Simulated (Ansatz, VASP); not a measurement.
Sn: VASP beside Ansatz

```
Sn
1.0
    -2.94828    2.95040    1.58882
     2.95040   -2.94828    1.58882
     2.94605    2.94605   -1.58493
Sn
2
Cartesian
  2.9503 -2.9481 1.5888
  -0.0004 2.9486 0.7964
```

Alike in both runs: task single point; functional r2SCAN; k mesh 11 × 11 × 8; occupations gaussian, width 0.03 eV; no spin polarisation.

```csv
,VASP,Ansatz
version,VASP 6.6.1,Ansatz 0.2.0
potentials or method,"VASP PAW PBE potentials, release 64 (Sn_d), cutoff 520 eV","plane waves (500 eV) with PAW, scalar-relativistic"
valence electrons in the cell,28,28
```

```csv
,VASP,Ansatz,Ansatz less VASP
pressure (GPa),0.0,0.0,+0.01
"traceless stress, the component that is largest in VASP (GPa)",-0.09,-0.09,-0.001
```

VASP's potentials were made for PBE, not for r2SCAN.
